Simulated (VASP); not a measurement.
# P4C (I-43m) in VASP: further runs

P4C is run at these levels: PBE; tasks: single point, relaxation of cell and atoms.

All numbers are computed with VASP 6.6.1; they aren't measurements. Logs are shortened: lines on timing, memory, paths and dates and some standing lists are left out, and cuts for length are marked.

### 1 The cell of the first run

Symmetry: I-43m, No. 217, cubic system. The conventional cell has a = 5.223 Å, b = 5.223 Å, c = 5.223 Å, α = 90.00°, β = 90.00°, γ = 90.00°. P (site symmetry 3m) has 1 C at 1.88 Å within 2.5 Å. Within 2.5 Å of C (site symmetry -43m) lie 4 P at 1.88 Å.

The cell was generated, and may not be a known phase.

### 2 Single point, PBE

The input, INCAR:

```
SYSTEM = P4C
ALGO = Normal
EDIFF = 1E-7
ENCUT = 520
GGA = PE
ISIF = 2
ISMEAR = 0
LASPH = .TRUE.
LCHARG = .FALSE.
LREAL = .FALSE.
LWAVE = .FALSE.
NBANDS = 20
NELM = 80
PREC = Accurate
SIGMA = 0.1
```

The input, KPOINTS:

```
k-points
0
G
  4 4 4
  0 0 0
```

The input, POSCAR:

```
P4C
1.0
   -2.6113899371      2.6113899371      2.6113899371
    2.6113899371     -2.6113899371      2.6113899371
    2.6113899371      2.6113899371     -2.6113899371
P C
4 1
Direct
    0.0000000000      0.5841872862      0.0000000000
    0.4158127138      0.4158127138      0.4158127138
    0.0000000000      0.0000000000      0.5841872862
    0.5841872862      0.0000000000      0.0000000000
    0.0000000000      0.0000000000      0.0000000000
```

Potentials or basis: VASP PAW PBE potentials, release 64 (P, C).

The run is started by

```bash
cat potpaw_PBE.64/P/POTCAR potpaw_PBE.64/C/POTCAR > POTCAR
mpirun -np 1 vasp_std > vasp.out
```

OUTCAR:

```text
SYSTEM = P4C
   EDIFF = 1E-7
   ENCUT = 520
   GGA = PE
   ISIF = 2
   ISMEAR = 0
   LASPH = .TRUE.
   LREAL = .FALSE.
   NELM = 80
   PREC = Accurate

 ion  position               nearest neighbor table
   1  0.000  0.584  0.000-   5 1.88   2 2.68   4 2.68   3 2.68   4 2.68   3 2.68   2 2.68
   2  0.416  0.416  0.416-   5 1.88   4 2.68   1 2.68   3 2.68   3 2.68   4 2.68   1 2.68
   3  0.000  0.000  0.584-   5 1.88   1 2.68   2 2.68   4 2.68   1 2.68   4 2.68   2 2.68
   4  0.584  0.000  0.000-   5 1.88   2 2.68   1 2.68   3 2.68   1 2.68   3 2.68   2 2.68
   5  0.000  0.000  0.000-   1 1.88   2 1.88   3 1.88   4 1.88

  LATTYP: Found a body centered cubic cell.
 ALAT       =     5.2227798742

  Lattice vectors:

 A1 = (  -2.6113899371,   2.6113899371,   2.6113899371)
 A2 = (   2.6113899371,  -2.6113899371,   2.6113899371)
 A3 = (   2.6113899371,   2.6113899371,  -2.6113899371)

Analysis of symmetry for initial positions (statically):
=====================================================================
 Subroutine PRICEL returns:
 Original cell was already a primitive cell.

 Routine SETGRP: Setting up the symmetry group for a
 body centered cubic supercell.

 Subroutine GETGRP returns: Found 24 space group operations
 (whereof 24 operations were pure point group operations)
 out of a pool of 48 trial point group operations.

The static configuration has the point symmetry T_d .

Analysis of symmetry for dynamics (positions and initial velocities):
=====================================================================
 Subroutine PRICEL returns:
 Original cell was already a primitive cell.

 Routine SETGRP: Setting up the symmetry group for a
 body centered cubic supercell.

 Subroutine GETGRP returns: Found 24 space group operations
 (whereof 24 operations were pure point group operations)
 out of a pool of 48 trial point group operations.

The dynamic configuration has the point symmetry T_d .

 Subroutine INISYM returns: Found 24 space group operations
 (whereof 24 operations are pure point group operations),
 and found     1 'primitive' translations

----------------------------------------------------------------------------------------

                                     Primitive cell

  volume of cell :      71.2320

  direct lattice vectors                    reciprocal lattice vectors
    -2.611389937  2.611389937  2.611389937     0.000000000  0.191468916  0.191468916
     2.611389937 -2.611389937  2.611389937     0.191468916  0.000000000  0.191468916
     2.611389937  2.611389937 -2.611389937     0.191468916  0.191468916  0.000000000

  length of vectors
     4.523060049  4.523060049  4.523060049     0.270777938  0.270777938  0.270777938

  position of ions in fractional coordinates (direct lattice)
     0.000000000  0.584187286  0.000000000
     0.415812714  0.415812714  0.415812714
     0.000000000  0.000000000  0.584187286
     0.584187286  0.000000000  0.000000000
     0.000000000  0.000000000  0.000000000

  ion indices of the primitive-cell ions
   primitive index   ion index
                 1           1
                 2           2
                 3           3
                 4           4
                 5           5

----------------------------------------------------------------------------------------

 KPOINTS: k-points

Automatic generation of k-mesh.
 Grid dimensions read from file:
 generate k-points for:    4    4    4

 Generating k-lattice:

  Cartesian coordinates                     Fractional coordinates (reciprocal lattice)
     0.000000000  0.047867229  0.047867229     0.250000000  0.000000000  0.000000000
     0.047867229  0.000000000  0.047867229     0.000000000  0.250000000  0.000000000
     0.047867229  0.047867229  0.000000000     0.000000000  0.000000000  0.250000000

  Length of vectors
     0.067694484  0.067694484  0.067694484

  Shift w.r.t. Gamma in fractional coordinates (k-lattice)
     0.000000000  0.000000000  0.000000000

 Subroutine IBZKPT returns following result:
 ===========================================

 Found      8 irreducible k-points:

 Following reciprocal coordinates:
            Coordinates               Weight
  0.000000  0.000000  0.000000      1.000000
  0.250000  0.000000  0.000000     12.000000
  0.500000  0.000000  0.000000      6.000000
  0.250000  0.250000  0.000000     24.000000
  0.250000  0.250000  0.250000      2.000000
 -0.250000  0.250000  0.250000      6.000000
  0.500000  0.500000  0.250000     12.000000
  0.500000  0.500000  0.500000      1.000000
   k-points           NKPTS =      8   k-points in BZ     NKDIM =      8   number of bands    NBANDS=     20
   number of dos      NEDOS =    301   number of ions     NIONS =      5
   total plane-waves  NPLWV =  46656
   dimension x,y,z NGX =    36 NGY =   36 NGZ =   36
   dimension x,y,z NGXF=    72 NGYF=   72 NGZF=   72
   ions per type =               4   1
   NGX,Y,Z   is equivalent  to a cutoff of  13.23, 13.23, 13.23 a.u.
   NGXF,Y,Z  is equivalent  to a cutoff of  26.46, 26.46, 26.46 a.u.
 SYSTEM =  P4C
   PREC   = accura    normal or accurate (medium, high low for compatibility)
   ISTART =      0    job   : 0-new  1-cont  2-samecut
   ICHARG =      2    charge: 1-file 2-atom 10-const
   ISPIN  =      1    spin polarized calculation?
   LNONCOLLINEAR =      F non collinear calculations
   LSORBIT =      F    spin-orbit coupling
   LASPH  =      T    aspherical Exc in radial PAW
   ENCUT  =  520.0 eV  38.22 Ry    6.18 a.u.   8.41  8.41  8.41*2*pi/ulx,y,z
   NELM   =     80;   NELMIN=  2; NELMDL= -5     # of ELM steps
   EDIFF  = 0.1E-06   stopping-criterion for ELM
   LREAL  =      F    real-space projection
   EDIFFG = 0.1E-05   stopping-criterion for IOM
   NSW    =      0    number of steps for IOM
   IBRION =     -1    ionic relax: 0-MD 1-quasi-New 2-CG
   NFREE  =      0    steps in history (QN), initial steepest desc. (CG)
   ISIF   =      2    stress and relaxation
   ISYM   =      2    0-nonsym 1-usesym 2-fastsym
   POTIM  = 0.5000    time-step for ionic-motion
   TEBEG  =    0.0;   TEEND  =   0.0 temperature during run
   PSTRESS=    0.0 pullay stress
   NELECT =      24.0000    total number of electrons
   NUPDOWN=      -1.0000    fix difference up-down
   EMIN   =  10.00;   EMAX   =-10.00  energy-range for DOS
   EFERMI =   0.00;   METHOD = LEGACY
   ISMEAR =     0;   SIGMA  =   0.10  broadening in eV -4-tet -1-fermi 0-gaus
   EFERMI_NEDOS =   21; number of points for ismear=-14 and -15
   IALGO  =     38    algorithm
   IMIX   =      4    mixing-type and parameters
     AMIX     =   0.40;   BMIX     =  1.00
     AMIX_MAG =   1.60;   BMIX_MAG =  1.00
  volume/ion in A,a.u.               =      14.25        96.14
  Fermi-wavevector in a.u.,A,eV,Ry     =   1.139166  2.152711 17.656256  1.297698
  Thomas-Fermi vector in A             =   2.275869
   LORBIT       =      0    0 simple, 1 ext, 2 COOP (PROOUT), +10 PAW based schemes
   GGA     = PE    functional components
   LHFCALC =     F    Hartree Fock is set to
   AEXX    =    0.0000 exact exchange contribution
   IVDW    =     0    specifies the selected vdW correction
   LEPSILON=     F    determine dielectric tensor
   LRPA    =     F    only Hartree local field effects (RPA)
 non-spin polarized calculation
 Gauss-broadening in eV      SIGMA  =   0.10
  energy-cutoff  :      520.00
  volume of cell :       71.23
 maximum number of plane-waves:      1961
 NGX is ok and might be reduce to    36
   NGX = 17   NGY = 17   NGZ = 17

 number of electron      24.0000003 magnetization

 Free energy of the ion-electron system (eV)
  ---------------------------------------------------
  ext. energy  EPLUGINS =         0.00000000
  ---------------------------------------------------
  free energy    TOTEN  =       -26.69032505 eV

  energy without entropy =      -26.68369971  energy(sigma->0) =      -26.68701238

 E-fermi :   8.0663     XC(G=0): -10.9420

 val. band max:        7.9978750379   @ k =   0.2500   0.0000   0.0000
 cond. band min:       8.4018424087   @ k =   0.2500   0.0000   0.0000
 fundamental gap:      0.4039673708
 Fermi energy:         8.0662817787

 k-point     1 :       0.0000    0.0000    0.0000
  band No.  band energies     occupation
      1      -8.9053      2.00000
      2      -1.0202      2.00000
      3      -1.0202      2.00000
      4      -1.0202      2.00000
      5      -0.4848      2.00000
      6       1.2463      2.00000
[... 12 lines left out ...]
     19      16.0567      0.00000
     20      16.0567      0.00000

 k-point     2 :       0.2500    0.0000    0.0000
  band No.  band energies     occupation
      1      -8.4670      2.00000
      2      -3.3337      2.00000
      3      -2.0287      2.00000
      4      -1.1515      2.00000
      5      -0.0724      2.00000
      6       0.7602      2.00000
[... 12 lines left out ...]
     19      14.5390      0.00000
     20      15.3275      0.00000

 k-point     3 :       0.5000    0.0000    0.0000
  band No.  band energies     occupation
      1      -7.7937      2.00000
      2      -4.8686      2.00000
      3      -2.5673      2.00000
      4      -1.3096      2.00000
      5      -0.2992      2.00000
      6       0.5067      2.00000
[... 12 lines left out ...]
     19      14.5215      0.00000
     20      15.2182      0.00000

 k-point     4 :       0.2500    0.2500    0.0000
  band No.  band energies     occupation
      1      -7.8295      2.00000
      2      -4.3326      2.00000
      3      -3.4078      2.00000
      4      -1.7624      2.00000
      5       0.0575      2.00000
      6       2.6860      2.00000
[... 12 lines left out ...]
     19      13.2101      0.00000
     20      14.7214      0.00000

 k-point     5 :       0.2500    0.2500    0.2500
  band No.  band energies     occupation
      1      -7.6229      2.00000
      2      -3.7255      2.00000
      3      -3.7255      2.00000
      4      -3.7255      2.00000
      5       2.1636      2.00000
      6       3.1367      2.00000
[... 12 lines left out ...]
     19      12.1662      0.00000
     20      14.3785      0.00000

 k-point     6 :      -0.2500    0.2500    0.2500
  band No.  band energies     occupation
      1      -8.0495      2.00000
      2      -3.2509      2.00000
      3      -3.0120      2.00000
      4      -3.0120      2.00000
      5       1.6508      2.00000
      6       2.4134      2.00000
[... 12 lines left out ...]
     19      14.4416      0.00000
     20      14.4416      0.00000

 k-point     7 :       0.5000    0.5000    0.2500
  band No.  band energies     occupation
      1      -7.4208      2.00000
      2      -4.5295      2.00000
      3      -3.5529      2.00000
      4      -2.9324      2.00000
      5       1.6838      2.00000
      6       2.3059      2.00000
[... 12 lines left out ...]
     19      14.3653      0.00000
     20      15.0425      0.00000

 k-point     8 :       0.5000    0.5000    0.5000
  band No.  band energies     occupation
      1      -6.8807      2.00000
      2      -4.0970      2.00000
      3      -4.0970      2.00000
      4      -4.0970      2.00000
      5       1.3105      2.00000
      6       1.3105      2.00000
[... 12 lines left out ...]
     19      15.4777      0.00000
     20      15.4777      0.00000

------------------------ aborting loop because EDIFF is reached ----------------------------------------

  FORCE on cell =-STRESS in cart. coord.  units (eV):
  Direction    XX          YY          ZZ          XY          YZ          ZX
  --------------------------------------------------------------------------------------
  -------------------------------------------------------------------------------------
  Total       -0.1628660     -0.1628660     -0.1628660     -0.0000000     -0.0000000      0.0000000
  in kB       -3.6632450     -3.6632450     -3.6632450     -0.0000000     -0.0000000      0.0000000
  external PRESSURE =      -3.6632450 kB  Pullay stress =       0.0000000 kB

 VOLUME and BASIS-vectors are now :
 -----------------------------------------------------------------------------
  energy-cutoff  :      520.00
  volume of cell :       71.23
      direct lattice vectors                 reciprocal lattice vectors
    -2.611389937  2.611389937  2.611389937     0.000000000  0.191468916  0.191468916
     2.611389937 -2.611389937  2.611389937     0.191468916  0.000000000  0.191468916
     2.611389937  2.611389937 -2.611389937     0.191468916  0.191468916  0.000000000

 POSITION                                       TOTAL-FORCE (eV/Angst)
 -----------------------------------------------------------------------------------
      1.52554     -1.52554      1.52554         0.054237     -0.054237      0.054237
      1.08585      1.08585      1.08585        -0.054237     -0.054237     -0.054237
      1.52554      1.52554     -1.52554         0.054237      0.054237     -0.054237
     -1.52554      1.52554      1.52554        -0.054237      0.054237      0.054237
      0.00000      0.00000      0.00000        -0.000000      0.000000      0.000000
 -----------------------------------------------------------------------------------
    total drift:                               -0.000000     -0.000000     -0.000001

  FREE ENERGIE OF THE ION-ELECTRON SYSTEM (eV)
  ---------------------------------------------------
  free  energy   TOTEN  =       -26.6903250469 eV

  energy  without entropy=      -26.6836997105  energy(sigma->0) =      -26.68701238
```

Wall time 38 s (1 thread of Intel Xeon 8259CL, shared host); peak memory 0.19 GiB.

What came out:

| Item | Value |
| --- | --- |
| Free energy | -26.6903 eV |
| Pressure | -0.4 GPa |
| Largest force | 0.094 eV/Å |
| Band gap on the k mesh | zero (bands 12 and 13 overlap by 2.50 eV) |

Forces in eV/Å, atoms in the order of the input:
```
P    0.054 -0.054  0.054
P   -0.054 -0.054 -0.054
P    0.054  0.054 -0.054
P   -0.054  0.054  0.054
C    0.000  0.000  0.000
```

Caveat: the k points lie up to 0.43 Å⁻¹ apart, too coarse for converged energies and pressures of a metal; this functional lacks dispersion, which holds the molecules together, so the pressure and a relaxed volume are unreliable.

[end of part 1 of 2]

The gap in the log of VASP goes by the Fermi energy; the results here count the filled bands.